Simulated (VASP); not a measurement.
# Ca7NiS8 (a cell with a defect) in VASP: single point with PBEsol+U

Aim: the single point of Ca7NiS8 (a cell with a defect) with PBEsol+U.

Program: VASP 6.6.1. These are calculated values, not measurements. Logs are shortened: lines on timing, memory, paths and dates and some standing lists are left out, and cuts for length are marked.

**1. The cell of the first run**

The cell holds a defect, 16 atoms: a = 5.686 Å, b = 11.372 Å, c = 5.686 Å, α = 90.00°, β = 90.00°, γ = 90.00°.

**2. Single point, PBEsol+U, collinear spin, ferromagnetic start**

File INCAR:

```
PREC     = Accurate       # precision mode
ENCUT    = 520            # plane-wave cutoff, eV
EDIFF    = 1E-7           # SCF threshold, eV
ISMEAR   = 0              # smearing method
SIGMA    = 0.01           # smearing width, eV
LREAL    = Auto         
LASPH    = T              # aspherical terms in the spheres
NELM     = 150            # most SCF steps
ALGO     = Normal         # electronic algorithm
ISIF     = 2              # what is computed and relaxed
LWAVE    = F              # write WAVECAR
LCHARG   = T              # write CHGCAR
ISPIN    = 2              # spin polarisation
MAGMOM   = 0 0 0 0 0 0 0 0 0 0 0 0 0 0 0 1.3 # initial moments
LORBIT   = 11             # projections on sites
LMAXMIX  = 4              # l up to which the mixer works
LDAU     = T              # DFT+U
LDAUTYPE = 2            
LDAUL    = -1 -1 2        # shell
LDAUU    = 0 0 6.2        # U, eV
LDAUJ    = 0 0 0        
LDAUPRINT= 1            
GGA      = PS             # functional
LELF     = T              # ELF
LVHAR    = T            
NBANDS   = 82             # bands
```

File KPOINTS:

```
Automatic mesh
0
Gamma
  2 1 2
```

File POSCAR:

```
Ca7NiS8
1.0
    5.6860000000      0.0000000000      0.0000000000
    0.0000000000     11.3720000000      0.0000000000
    0.0000000000      0.0000000000      5.6860000000
Ca S Ni
7 8 1
Direct
    0.0052967200      0.9987385800      0.0033019300
    0.0019783800      0.5012016400      0.9913296300
    0.9932787300      0.2532701200      0.5009214700
    0.0005232600      0.7502530700      0.4980224500
    0.5054993900      0.0007644300      0.5100528500
    0.5074335100      0.4956409300      0.4990010700
    0.5162658500      0.2510591400      0.9977985600
    0.5012372400      0.0045836500      0.9984467300
    0.4970953500      0.5073970200      0.9932189700
    0.5003499800      0.2506277300      0.5025815700
    0.4894463900      0.7495108000      0.5062025300
    0.9995014800      0.9987073100      0.5054457100
    0.9852604700      0.5026085600      0.5016805400
    0.0131550100      0.2565175500      0.9956207500
    0.9941526800      0.7506626200      0.0069948600
    0.5077602400      0.7452301600      0.0031623300
```

Potentials or basis: VASP PAW PBE potentials, release 64 (Ca_sv, S, Ni).

On the command line:

```sh
> cat potpaw_PBE.64/Ca_sv/POTCAR potpaw_PBE.64/S/POTCAR potpaw_PBE.64/Ni/POTCAR > POTCAR
> mpirun -np 1 vasp_std > vasp.out
```

OUTCAR:

```text
PREC = Accurate
   ENCUT = 520
   EDIFF = 1E-7
   ISMEAR = 0
   LREAL = Auto
   LASPH = T
   NELM = 150
   ISIF = 2
   ISPIN = 2
   LORBIT = 11
   GGA = PS

 ion  position               nearest neighbor table
   1  0.005  0.999  0.003-   8 2.82  15 2.82  12 2.83  12 2.86   8 2.87  14 2.93
   2  0.002  0.501  0.991-  14 2.78  13 2.79   9 2.82  15 2.84   9 2.87  13 2.90
   3  0.993  0.253  0.501-  10 2.80  14 2.82  13 2.84  14 2.88  10 2.88  12 2.90
   4  0.001  0.750  0.498-  11 2.78  15 2.79  13 2.82  12 2.83  15 2.89  11 2.91
   5  0.505  0.001  0.510-   8 2.78  12 2.81  10 2.84  11 2.86  12 2.88   8 2.91
   6  0.507  0.496  0.499-  13 2.72  10 2.79   9 2.81   9 2.88  11 2.89  13 2.97
   7  0.516  0.251  0.998-   8 2.80  10 2.82  14 2.83  14 2.86  10 2.87   9 2.92
   8  0.501  0.005  0.998-   5 2.78   7 2.80   1 2.82   1 2.87   5 2.91
   9  0.497  0.507  0.993-  16 2.71   6 2.81   2 2.82   2 2.87   6 2.88   7 2.92
  10  0.500  0.251  0.503-   6 2.79   3 2.80   7 2.82   5 2.84   7 2.87   3 2.88
  11  0.489  0.750  0.506-   4 2.78  16 2.83   5 2.86  16 2.86   6 2.89   4 2.91
  12  1.000  0.999  0.505-   5 2.81   4 2.83   1 2.83   1 2.86   5 2.88   3 2.90
  13  0.985  0.503  0.502-   6 2.72   2 2.79   4 2.82   3 2.84   2 2.90   6 2.97
  14  0.013  0.257  0.996-   2 2.78   3 2.82   7 2.83   7 2.86   3 2.88   1 2.93
  15  0.994  0.751  0.007-  16 2.77   4 2.79   1 2.82   2 2.84   4 2.89  16 2.92
  16  0.508  0.745  0.003-   9 2.71  15 2.77  11 2.83  11 2.86  15 2.92

  LATTYP: Found a simple tetragonal cell.
 ALAT       =     5.6860000000
 C/A-ratio  =     2.0000000000

  Lattice vectors:

 A1 = (  -5.6860000000,   0.0000000000,   0.0000000000)
 A2 = (   0.0000000000,   0.0000000000,   5.6860000000)
 A3 = (   0.0000000000,  11.3720000000,   0.0000000000)

Analysis of symmetry for initial positions (statically):
=====================================================================
 Subroutine PRICEL returns:
 Original cell was already a primitive cell.

 Routine SETGRP: Setting up the symmetry group for a
 simple tetragonal supercell.

 Subroutine GETGRP returns: Found  1 space group operations
 (whereof  1 operations were pure point group operations)
 out of a pool of 16 trial point group operations.

The static configuration has the point symmetry C_1 .

Analysis of symmetry for dynamics (positions and initial velocities):
=====================================================================
 Subroutine PRICEL returns:
 Original cell was already a primitive cell.

 Routine SETGRP: Setting up the symmetry group for a
 simple tetragonal supercell.

 Subroutine GETGRP returns: Found  1 space group operations
 (whereof  1 operations were pure point group operations)
 out of a pool of 16 trial point group operations.

The dynamic configuration has the point symmetry C_1 .

Analysis of structural, dynamic, and magnetic symmetry:
=====================================================================
 Subroutine PRICEL returns:
 Original cell was already a primitive cell.

 Routine SETGRP: Setting up the symmetry group for a
 simple tetragonal supercell.

 Subroutine GETGRP returns: Found  1 space group operations
 (whereof  1 operations were pure point group operations)
 out of a pool of 16 trial point group operations.

The overall configuration has the point symmetry C_1 .

 Subroutine INISYM returns: Found  1 space group operations
 (whereof  1 operations are pure point group operations),
 and found     1 'primitive' translations

----------------------------------------------------------------------------------------

                                     Primitive cell

  volume of cell :     367.6635

  direct lattice vectors                    reciprocal lattice vectors
     5.686000000  0.000000000  0.000000000     0.175870559  0.000000000  0.000000000
     0.000000000 11.372000000  0.000000000     0.000000000  0.087935280  0.000000000
     0.000000000  0.000000000  5.686000000     0.000000000  0.000000000  0.175870559

  length of vectors
     5.686000000 11.372000000  5.686000000     0.175870559  0.087935280  0.175870559
[... 107 lines left out ...]
     AMIX     =   0.40;   BMIX     =  1.00
     AMIX_MAG =   1.60;   BMIX_MAG =  1.00
  volume/ion in A,a.u.               =      22.98       155.07
  Fermi-wavevector in a.u.,A,eV,Ry     =   1.151670  2.176340 18.045996  1.326343
  Thomas-Fermi vector in A             =   2.288326
   LORBIT       =     11    0 simple, 1 ext, 2 COOP (PROOUT), +10 PAW based schemes
 LDA+U is selected, type is set to LDAUTYPE =  2
   angular momentum for each species LDAUL =    -1   -1    2
   U (eV)           for each species LDAUU =   0.0  0.0  6.2
   J (eV)           for each species LDAUJ =   0.0  0.0  0.0
   GGA     = PS    functional components
   LHFCALC =     F    Hartree Fock is set to
   AEXX    =    0.0000 exact exchange contribution
   IVDW    =     0    specifies the selected vdW correction
   LEPSILON=     F    determine dielectric tensor
   LRPA    =     F    only Hartree local field effects (RPA)
 spin polarized calculation
 Gauss-broadening in eV      SIGMA  =   0.01
  energy-cutoff  :      520.00
  volume of cell :      367.66
 maximum number of plane-waves:      9922
   NGX = 21   NGY = 43   NGZ = 21

atom =  16  type =  3  l = 2

 onsite density matrix

spin component  1

  0.9729  0.0000 -0.0001  0.0000 -0.0000
  0.0000  0.9729 -0.0001  0.0000 -0.0001
 -0.0001 -0.0001  0.9853 -0.0000 -0.0000
  0.0000  0.0000 -0.0000  0.9731  0.0000
 -0.0000 -0.0001 -0.0000  0.0000  0.9854

spin component  2

  0.9706  0.0000  0.0028  0.0000 -0.0023
  0.0000  0.9707  0.0052  0.0000  0.0039
  0.0028  0.0052  0.1126  0.0006  0.0098
  0.0000  0.0000  0.0006  0.9711 -0.0013
 -0.0023  0.0039  0.0098 -0.0013  0.1250

 occupancies and eigenvectors

  o =  0.1071  v =  0.0000  0.0000  0.0000  0.0000  0.0000 -0.0041 -0.0031  0.8762 -0.0013 -0.4820      0.0000  0.0000  0.0000  0.0000  0.0000  0.0000  0.0000  0.0000  0.0000  0.0000
  o =  0.1303  v =  0.0000  0.0000  0.0000  0.0000  0.0000  0.0008 -0.0071  0.4819  0.0011  0.8762      0.0000  0.0000  0.0000  0.0000  0.0000  0.0000  0.0000  0.0000  0.0000  0.0000
  o =  0.9707  v =  0.0000  0.0000  0.0000  0.0000  0.0000  0.9708 -0.2393  0.0016 -0.0146 -0.0037      0.0000  0.0000  0.0000  0.0000  0.0000  0.0000  0.0000  0.0000  0.0000  0.0000
  o =  0.9707  v =  0.0000  0.0000  0.0000  0.0000  0.0000  0.2388  0.9706  0.0067 -0.0298  0.0039      0.0000  0.0000  0.0000  0.0000  0.0000  0.0000  0.0000  0.0000  0.0000  0.0000
  o =  0.9711  v =  0.0000  0.0000  0.0000  0.0000  0.0000 -0.0213 -0.0254 -0.0009 -0.9994  0.0015      0.0000  0.0000  0.0000  0.0000  0.0000  0.0000  0.0000  0.0000  0.0000  0.0000
  o =  0.9729  v =  0.9518 -0.3050  0.0083 -0.0318  0.0003  0.0000  0.0000  0.0000  0.0000  0.0000      0.0000  0.0000  0.0000  0.0000  0.0000  0.0000  0.0000  0.0000  0.0000  0.0000
  o =  0.9729  v = -0.3035 -0.9518 -0.0072  0.0444 -0.0080  0.0000  0.0000  0.0000  0.0000  0.0000      0.0000  0.0000  0.0000  0.0000  0.0000  0.0000  0.0000  0.0000  0.0000  0.0000
  o =  0.9731  v = -0.0438 -0.0326 -0.0017 -0.9985  0.0026  0.0000  0.0000  0.0000  0.0000  0.0000      0.0000  0.0000  0.0000  0.0000  0.0000  0.0000  0.0000  0.0000  0.0000  0.0000
  o =  0.9853  v =  0.0102  0.0045 -0.9995  0.0010 -0.0288  0.0000  0.0000  0.0000  0.0000  0.0000      0.0000  0.0000  0.0000  0.0000  0.0000  0.0000  0.0000  0.0000  0.0000  0.0000
  o =  0.9854  v = -0.0023 -0.0073 -0.0289  0.0030  0.9995  0.0000  0.0000  0.0000  0.0000  0.0000      0.0000  0.0000  0.0000  0.0000  0.0000  0.0000  0.0000  0.0000  0.0000  0.0000

 number of electron     127.9999996 magnetization       1.9999185

 Free energy of the ion-electron system (eV)
  ---------------------------------------------------
  ext. energy  EPLUGINS =         0.00000000
  ---------------------------------------------------
  free energy    TOTEN  =       -82.49533091 eV

  energy without entropy =      -82.49533091  energy(sigma->0) =      -82.49533091

 E-fermi :   2.8487     XC(G=0):  -9.5079

 val. band max:        2.6849728054   @ k =   0.0000   0.0000   0.0000
 cond. band min:       3.6048650146   @ k =   0.0000   0.0000   0.0000
 fundamental gap:      0.9198922092
 Fermi energy:         2.8487128741

 spin component 1

 k-point     1 :       0.0000    0.0000    0.0000
  band No.  band energies     occupation
      1     -36.5490      1.00000
      2     -36.4658      1.00000
      3     -36.3984      1.00000
      4     -36.3486      1.00000
      5     -36.3406      1.00000
      6     -36.3159      1.00000
[... 305 lines left out ...]
     75       8.0539      0.00000
     76       8.1023      0.00000
 Fermi energy:         2.8487128741

 spin component 2

 k-point     1 :       0.0000    0.0000    0.0000
  band No.  band energies     occupation
      1     -36.5411      1.00000
      2     -36.4658      1.00000
      3     -36.3987      1.00000
      4     -36.3489      1.00000
      5     -36.3409      1.00000
      6     -36.3161      1.00000
[... 305 lines left out ...]
     75       8.0607      0.00000
     76       8.1046      0.00000
 [bands above 76 left out]

------------------------ aborting loop because EDIFF is reached ----------------------------------------

  FORCE on cell =-STRESS in cart. coord.  units (eV):
  Direction    XX          YY          ZZ          XY          YZ          ZX
  --------------------------------------------------------------------------------------
  -------------------------------------------------------------------------------------
  Total       -6.2048682     -7.0030936     -6.4681562     -0.0357385      0.0141192     -0.0004875
  in kB      -27.0391216    -30.5175703    -28.1864589     -0.1557387      0.0615275     -0.0021245
  external PRESSURE =     -28.5810502 kB  Pullay stress =       0.0000000 kB

 VOLUME and BASIS-vectors are now :
 -----------------------------------------------------------------------------
  energy-cutoff  :      520.00
  volume of cell :      367.66
      direct lattice vectors                 reciprocal lattice vectors
     5.686000000  0.000000000  0.000000000     0.175870559  0.000000000  0.000000000
     0.000000000 11.372000000  0.000000000     0.000000000  0.087935280  0.000000000
     0.000000000  0.000000000  5.686000000     0.000000000  0.000000000  0.175870559

 POSITION                                       TOTAL-FORCE (eV/Angst)
 -----------------------------------------------------------------------------------
      0.03012     11.35766      0.01877        -0.025375     -0.068976      0.022694
      0.01125      5.69967      5.63670        -0.016142      0.286630      0.193284
      5.64778      2.88019      2.84824         0.252286     -0.126781     -0.089598
      0.00298      8.53188      2.83176        -0.147932      0.010106      0.132862
      2.87427      0.00869      2.90016        -0.113436     -0.257003     -0.207267
      2.88527      5.63643      2.83732        -0.363793      0.454906     -0.095893
[... 8 lines left out ...]
      5.65275      8.53654      0.03977        -0.201854      0.017748     -0.157076
      2.88712      8.47476      0.01798         0.178037     -0.201901     -0.077469
 -----------------------------------------------------------------------------------
    total drift:                                0.001810      0.000987     -0.003000

  FREE ENERGIE OF THE ION-ELECTRON SYSTEM (eV)
  ---------------------------------------------------
  free  energy   TOTEN  =       -82.4953309056 eV

  energy  without entropy=      -82.4953309056  energy(sigma->0) =      -82.49533091

 total charge

# of ion       s       p       d       tot
------------------------------------------
    1        2.030   5.858   0.228   8.117
    2        2.032   5.861   0.238   8.131
    3        2.031   5.859   0.233   8.124
    4        2.032   5.860   0.233   8.125
    5        2.031   5.859   0.232   8.123
    6        2.032   5.861   0.238   8.131
[... 8 lines left out ...]
   15        1.313   2.402   0.000   3.715
   16        0.291   0.196   8.025   8.511
--------------------------------------------------
tot         24.979  60.700   9.665  95.344

 magnetization (x)

# of ion       s       p       d       tot
------------------------------------------
    1       -0.000  -0.000  -0.000  -0.000
    2       -0.000  -0.000  -0.000  -0.000
    3       -0.000  -0.000   0.000  -0.000
    4       -0.000  -0.000  -0.001  -0.001
    5       -0.000  -0.000  -0.000  -0.000
    6       -0.000  -0.000  -0.000  -0.000
[... 8 lines left out ...]
   15        0.004   0.032   0.000   0.036
   16        0.025   0.006   1.739   1.769
--------------------------------------------------
tot          0.039   0.118   1.747   1.903
```

Run time: 7.6 min. Hardware: 1 thread of Intel Xeon 6975P-C (Granite Rapids), shared host; peak memory 0.6 GiB.

Results:

| Property | Result |
| --- | --- |
| Free energy | -82.4953 eV |
| Pressure | -2.9 GPa |
| Largest force | 0.643 eV/Å |
| Band gap on the k mesh | 0.92 eV |
| Net moment | 2.00 μB per cell |
| Site moments | Ca -0.00, +0.01 (each value once); S +0.02, +0.03, +0.00, +0.04, -0.00 (each value once); Ni +1.77 μB |
| Valence electrons inside the program's atomic spheres | Ca 8.12, 8.13 (each value once); S 3.74, 3.73, 3.77, 3.71, 3.76 (each value once); Ni 8.51 |

Forces in eV/Å, atoms in the order of the input:
```
Ca  -0.025 -0.069  0.023
Ca  -0.016  0.287  0.193
Ca   0.252 -0.127 -0.090
Ca  -0.148  0.010  0.133
Ca  -0.113 -0.257 -0.207
Ca  -0.364  0.455 -0.096
Ca  -0.207  0.012  0.094
S    0.077 -0.566  0.220
S    0.067  0.612  0.187
S   -0.046 -0.008 -0.116
S    0.238  0.002 -0.007
S    0.031  0.228 -0.082
S    0.386 -0.183 -0.171
S   -0.108 -0.212  0.153
S   -0.202  0.018 -0.157
Ni   0.178 -0.202 -0.077
```

Levels at points of the mesh, in eV from the valence-band top:
Spin up:
```tsv
k point	band 62	band 63	band 64	band 65	band 66	band 67	band 68	band 69
(0.00, 0.00, 0.00)	-0.53	-0.04	-0.03	-0.02	1.66	2.29	2.40	2.41
(0.50, 0.00, 0.00)	-0.63	-0.62	-0.51	-0.49	2.98	3.30	3.39	4.54
(0.00, 0.00, 0.50)	-0.65	-0.60	-0.49	-0.47	2.98	3.33	3.40	4.67
(0.50, 0.00, 0.50)	-1.04	-1.02	-0.75	-0.10	4.41	4.54	4.55	4.66
```
Spin down:
| k point | band 60 | band 61 | band 62 | band 63 | band 64 | band 65 | band 66 | band 67 |
| --- | --- | --- | --- | --- | --- | --- | --- | --- |
| (0.00, 0.00, 0.00) | -0.51 | -0.02 | -0.01 | 0.00 | 0.92 | 1.01 | 2.09 | 2.30 |
| (0.50, 0.00, 0.00) | -0.63 | -0.58 | -0.49 | -0.47 | 0.98 | 1.51 | 2.98 | 3.32 |
| (0.00, 0.00, 0.50) | -0.63 | -0.61 | -0.47 | -0.45 | 0.97 | 1.51 | 2.98 | 3.35 |
| (0.50, 0.00, 0.50) | -1.07 | -1.06 | -1.02 | -1.00 | 1.41 | 2.13 | 4.61 | 4.62 |

Eigenvalues of the final occupation matrices:
```csv
site,spin,trace,eigenvalues
site 16 d,1,4.89,0.97 0.97 0.97 0.99 0.99
site 16 d,2,3.15,0.11 0.13 0.97 0.97 0.97
```

Caveat: the k points lie up to 0.55 Å⁻¹ apart; the PAW data sets were made with another functional, which shifts forces and pressure a little.
